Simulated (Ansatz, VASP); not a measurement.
**Two plane-wave programs on Nb**

Contents of INCAR:

```
PREC     = Accurate       # precision mode
ENCUT    = 500            # plane-wave cutoff, eV
EDIFF    = 1E-6           # SCF threshold, eV
ISMEAR   = 0              # smearing method
SIGMA    = 0.1            # smearing width, eV
LREAL    = F              # projectors in reciprocal space
LASPH    = T              # aspherical terms in the spheres
NELM     = 200            # most SCF steps
ALGO     = Normal         # electronic algorithm
ISIF     = 2              # what is computed and relaxed
LWAVE    = F              # write WAVECAR
LCHARG   = T              # write CHGCAR
LNONCOLLINEAR= T              # non-collinear magnetism
MAGMOM   = 0 0 0          # initial moments
LORBIT   = 11             # projections on sites
LSORBIT  = T              # spin-orbit coupling
GGA_COMPAT= F            
LORBMOM  = T            
LMAXMIX  = 4              # l up to which the mixer works
GGA      = PS             # functional
LVHAR    = T            
NBANDS   = 24             # bands
```

Contents of KPOINTS:

```
regular mesh
0
Gamma
  18 18 18
```

Contents of POSCAR:

```
Nb
1.0
   -1.6362123546      1.6362123546      1.6362123546
    1.6362123546     -1.6362123546      1.6362123546
    1.6362123546      1.6362123546     -1.6362123546
Nb
1
Direct
    0.0000000000      0.0000000000      0.0000000000
```

Input for Ansatz:

```yaml
crystal:
  lattice:
    - [-1.6362123546, 1.6362123546, 1.6362123546]
    - [1.6362123546, -1.6362123546, 1.6362123546]
    - [1.6362123546, 1.6362123546, -1.6362123546]
  atoms:
    - { symbol: Nb, position: [0.0, 0.0, 0.0] }
basis:
  ecutwfc: 420
kpoints:
  mp_grid: { grid: [18, 18, 18] }
hamiltonian:
  xc: pbesol
scf:
  occupations: { method: gaussian, width: 0.1 }
output:
  forces: true
  stress: true
  eigenvalues: true
magnetization:
  noncollinear: true
  spin_orbit: true
```

Alike in both runs: task single point; functional PBEsol; k mesh 18 × 18 × 18; occupations gaussian, width 0.1 eV; non-collinear spin, spin-orbit coupling.

|  | VASP | Ansatz |
| --- | --- | --- |
| version | VASP 6.6.1 | Ansatz 0.2.0 |
| potentials or method | VASP PAW PBE potentials, release 64 (Nb_sv), cutoff 500 eV | plane waves, PAW |
| valence electrons in the cell | 13 | 13 |

```tsv
	VASP	Ansatz	Ansatz less VASP
pressure (GPa)	-0.4	0.0	+0.41
```

VASP's potentials were made for PBE, not for PBEsol.
